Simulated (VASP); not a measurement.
Write the native input for VASP 6.6.1 that does the following.

```yaml
Task: single point
Functional: PBE
Potentials_or_basis: VASP PAW PBE potentials, release 64 (W_sv, Si)
Cutoff: 520 eV
k_mesh: 15 × 15 × 15
Occupations: fermi-dirac, width 0.1 eV
Spin: no spin polarisation
Dipole_correction: no
Further_INCAR_settings: ALGO = Normal; EDIFF = 1e-07; NBANDS = 16
```

The structure of SiW (CsCl type) lies in POSCAR:

```
SiW
1.0
    2.7292464528      0.0000000000      0.0000000000
    0.0000000000      2.7292464528      0.0000000000
    0.0000000000      0.0000000000      2.7292464528
W Si
1 1
Direct
    0.0000000000      0.0000000000      0.0000000000
    0.5000000000      0.5000000000      0.5000000000
```

The input as run:

INCAR

```
SYSTEM = SiW
PREC = Accurate ; ENCUT = 520
EDIFF = 1E-7 ; ISMEAR = -1
SIGMA = 0.1 ; LREAL = .FALSE.
LASPH = .TRUE. ; NELM = 80
ALGO = Normal ; ISIF = 2
LWAVE = .FALSE. ; LCHARG = .TRUE.
GGA = PE ; LELF = .TRUE.
LVHAR = .TRUE. ; NBANDS = 16
```

KPOINTS

```
Automatic mesh
0
G
  15 15 15
  0 0 0
```

Potentials or basis: VASP PAW PBE potentials, release 64 (W_sv, Si).

Run with:

```bash
$ cat potpaw_PBE.64/W_sv/POTCAR potpaw_PBE.64/Si/POTCAR > POTCAR
$ mpirun -np 1 vasp_std > vasp.out
```

Results of the run:

```json
{
  "Pressure": "161.6 GPa",
  "Band gap on the k mesh": "zero (band 9 reaches 20.90 eV, above the bottom of band 10 at 15.48 eV)"
}
```

Caveat: spin-orbit coupling is left out, which moves the levels of the heavy elements.

It took 11 s on 1 thread of Intel(R) Xeon(R) 6975P-C (Granite Rapids), on a shared host, peak memory 0.15 GiB.
